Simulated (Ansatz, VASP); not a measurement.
One calculation of BN, two programs

Contents of POSCAR:

```
BN
1.0
    3.6260020000      0.0000000000      0.0000000000
    0.0000000000     -3.6260020000      0.0000000000
    0.0000000000      0.0000000000     -3.6260020000
B N
4 4
Direct
    0.0000000000      0.5000000000      0.5000000000
    0.5000000000      0.0000000000      0.5000000000
    0.5000000000      0.5000000000      0.0000000000
    0.0000000000      0.0000000000      0.0000000000
    0.7500000000      0.7500000000      0.8051571676
    0.2500000000      0.2500000000      0.7500000000
    0.2500000000      0.7500000000      0.2500000000
    0.7500000000      0.2500000000      0.2500000000
```

File INCAR.step1:

```
SYSTEM = BN
PREC = Accurate ; ENCUT = 520
ISMEAR = 0 ; SIGMA = 0.05
LREAL = .False. ; LASPH = .True.
NELM = 60 ; NBANDS = 26
GGA = PE ; ALGO = Normal
EDIFF = 1E-4 ; LWAVE = .True.
LCHARG = .False.
```

File INCAR.step2:

```
SYSTEM = BN
PREC = Accurate ; ENCUT = 520
EDIFF = 1E-6 ; ISMEAR = 0
SIGMA = 0.05 ; LREAL = .False.
LASPH = .True. ; NELM = 60
ALGO = Normal ; ISIF = 2
LWAVE = .False. ; LCHARG = .True.
METAGGA = R2SCAN ; LMIXTAU = .True.
LELF = .True. ; LVHAR = .True.
NBANDS = 26 ; ISTART = 1
```

The input KPOINTS:

```
Automatic mesh
0
Gamma
  6 6 6
  0 0 0
```

Input for Ansatz:

```yaml
crystal:
  lattice:
    - [3.626002, 0.0, 0.0]
    - [0.0, -3.626002, 0.0]
    - [0.0, 0.0, -3.626002]
  atoms:
    - { symbol: B, position: [0.0, 0.5, 0.5] }
    - { symbol: B, position: [0.5, 0.0, 0.5] }
    - { symbol: B, position: [0.5, 0.5, 0.0] }
    - { symbol: B, position: [0.0, 0.0, 0.0] }
    - { symbol: "N", position: [0.75, 0.75, 0.8051571676] }
    - { symbol: "N", position: [0.25, 0.25, 0.75] }
    - { symbol: "N", position: [0.25, 0.75, 0.25] }
    - { symbol: "N", position: [0.75, 0.25, 0.25] }
basis:
  ecutwfc: 500
kpoints:
  mp_grid: { grid: [6, 6, 6] }
hamiltonian:
  xc: r2scan
scf:
  occupations: { method: gaussian, width: 0.05 }
output:
  forces: true
  stress: true
  eigenvalues: true
```

Alike in both runs: task single point; functional r2SCAN; k mesh 6 × 6 × 6; occupations gaussian, width 0.05 eV; no spin polarisation.

|  | VASP | Ansatz |
| --- | --- | --- |
| version | VASP 6.6.1 | Ansatz 0.2.0 |
| potentials or method | VASP PAW PBE potentials, release 64 (B, N), cutoff 520 eV | scalar-relativistic, plane waves, PAW |
| valence electrons in the cell | 32 | 32 |

```tsv
	VASP	Ansatz	Ansatz less VASP
gap on the k mesh at the Fermi level (eV)	4.38	4.40	+0.017
least direct gap on the mesh (eV)	4.38	4.40	+0.017
pressure (GPa)	-0.5	-1.6	-1.03
traceless stress, the component that is largest in VASP (GPa)	-2.29	-2.26	+0.027
rms of the force components (eV/Å)	1.575	1.571	-0.0040
```

VASP's potentials were made for PBE, not for r2SCAN. Atom by atom the forces differ by 0.008 eV/Å (rms over components).
